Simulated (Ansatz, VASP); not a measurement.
One calculation of ZnCd5S6, two programs

The input INCAR:

```
ALGO = Normal
EDIFF = 1E-6
ENCUT = 520
GGA = PE
ISIF = 2
ISMEAR = 0
LASPH = T
LCHARG = T
LELF = T
LREAL = F
LVHAR = T
LWAVE = F
NBANDS = 66
NELM = 60
PREC = Accurate
SIGMA = 0.1
```

File KPOINTS:

```
k-points
0
Gamma
  4 4 1
```

POSCAR

```
ZnCd5S6
1.0
    4.1202828000      0.0000000000      0.0000000000
    0.0000000000      4.1202828000      0.0000000000
    0.0000000000      0.0000000000     17.6459040000
Zn Cd S
1 5 6
Direct
    0.5000000000      0.5000000000      0.5000000000
    0.0000000000      0.0000000000      0.0000000000
    0.5000000000      0.5000000000      0.1718200000
    0.0000000000      0.0000000000      0.3436830000
    0.0000000000      0.0000000000      0.6563170000
    0.5000000000      0.5000000000      0.8281800000
    0.5000000000      0.0000000000      0.2577470000
    0.0000000000      0.5000000000      0.4298930000
    0.5000000000      0.0000000000      0.5701070000
    0.0000000000      0.5000000000      0.7422530000
    0.5000000000      0.0000000000      0.9140900000
    0.0000000000      0.5000000000      0.0859100000
```

Input for Ansatz:

```yaml
crystal:
  lattice:
    - [4.1202828, 0.0, 0.0]
    - [0.0, 4.1202828, 0.0]
    - [0.0, 0.0, 17.645904]
  atoms:
    - { symbol: Zn, position: [0.5, 0.5, 0.5] }
    - { symbol: Cd, position: [0.0, 0.0, 0.0] }
    - { symbol: Cd, position: [0.5, 0.5, 0.17182] }
    - { symbol: Cd, position: [0.0, 0.0, 0.343683] }
    - { symbol: Cd, position: [0.0, 0.0, 0.656317] }
    - { symbol: Cd, position: [0.5, 0.5, 0.82818] }
    - { symbol: S, position: [0.5, 0.0, 0.257747] }
    - { symbol: S, position: [0.0, 0.5, 0.429893] }
    - { symbol: S, position: [0.5, 0.0, 0.570107] }
    - { symbol: S, position: [0.0, 0.5, 0.742253] }
    - { symbol: S, position: [0.5, 0.0, 0.91409] }
    - { symbol: S, position: [0.0, 0.5, 0.08591] }
basis:
  ecutwfc: 420
kpoints:
  mp_grid: { grid: [4, 4, 1] }
hamiltonian:
  xc: pbe
scf:
  occupations: { method: gaussian, width: 0.1 }
  lower_state_search: "off"
output:
  forces: true
  stress: true
  eigenvalues: true
```

Alike in both runs: task single point; functional PBE; k mesh 4 × 4 × 1; occupations gaussian, width 0.1 eV; no spin polarisation.

```csv
,VASP,Ansatz
version,VASP 6.6.1,Ansatz 0.2.0
potentials or method,"VASP PAW PBE potentials, release 64 (Zn, Cd, S), cutoff 520 eV","scalar-relativistic, plane waves, PAW"
valence electrons in the cell,108,148
```

Ansatz gave:

- gap on the k mesh at the Fermi level (eV): 1.12
- least direct gap on the mesh (eV): 1.12
- pressure (GPa): 0.0
- traceless stress, the component that is largest in VASP (GPa): -0.10
- rms of the force components (eV/Å): 0.001

Question: Which values does VASP return?

Answer: gap on the k mesh at the Fermi level (eV): 1.12; least direct gap on the mesh (eV): 1.12; pressure (GPa): 0.3; traceless stress, the component that is largest in VASP (GPa): -0.09; rms of the force components (eV/Å): 0.006.

Atom by atom the forces differ by 0.005 eV/Å (rms over components). VASP's potentials hold 108 valence electrons a cell and Ansatz's 148, so a difference there can come from the potentials and not from the codes.
